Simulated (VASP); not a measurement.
A run of VASP 6.6.1:

INCAR

```
SYSTEM = TiSi16
ALGO     = Normal         ! electronic algorithm
EDIFF    = 1E-7           ! SCF threshold, eV
EDIFFG   = -0.08          ! ionic threshold
ENCUT    = 520            ! plane-wave cutoff, eV
GGA      = PE             ! functional
IBRION   = 2              ! ionic algorithm
ISIF     = 2              ! what is computed and relaxed
ISMEAR   = -1             ! smearing method
IVDW     = 12             ! dispersion correction
LASPH    = .True.         ! aspherical terms in the spheres
LCHARG   = .False.        ! write CHGCAR
LREAL    = Auto         
LWAVE    = .False.        ! write WAVECAR
NELM     = 100            ! most SCF steps
NSW      = 45             ! ionic steps
PREC     = Accurate       ! precision mode
SIGMA    = 0.05           ! smearing width, eV
```

File KPOINTS:

```
k-points
0
Gamma
  2 2 2
  0 0 0
```

File POSCAR:

```
TiSi16
1.0
    0.0000000000      5.4300000000      5.4300000000
    5.4300000000      0.0000000000      5.4300000000
    5.4300000000      5.4300000000      0.0000000000
Si Ti
16 1
Direct
    0.0000000000      0.0000000000      0.0000000000
    0.1250000000      0.1250000000      0.1250000000
    0.0000000000      0.0000000000      0.5000000000
    0.1250000000      0.1250000000      0.6250000000
    0.0000000000      0.5000000000      0.0000000000
    0.1250000000      0.6250000000      0.1250000000
    0.0000000000      0.5000000000      0.5000000000
    0.1250000000      0.6250000000      0.6250000000
    0.5000000000      0.0000000000      0.0000000000
    0.6250000000      0.1250000000      0.1250000000
    0.5000000000      0.0000000000      0.5000000000
    0.6250000000      0.1250000000      0.6250000000
    0.5000000000      0.5000000000      0.0000000000
    0.6250000000      0.6250000000      0.1250000000
    0.5000000000      0.5000000000      0.5000000000
    0.6250000000      0.6250000000      0.6250000000
    0.8738977000      0.8709731000      0.8762139000
```

Potentials or basis: VASP PAW PBE potentials, release 64 (Si, Ti_sv).

Command:

```console
$ cat potpaw_PBE.64/Si/POTCAR potpaw_PBE.64/Ti_sv/POTCAR > POTCAR
$ mpirun -np 1 vasp_std > vasp.out
```

Hardware: 1 thread of Oxide Virtual Turin-like Processor, with other jobs on the host.

Question: Estimate the wall time of this run.

Answer: Wall time 19 min on 1 thread of Oxide Virtual Turin-like Processor (shared host), peak memory 0.54 GiB. Counts: scf iterations 56, k points 8, ion steps 6.
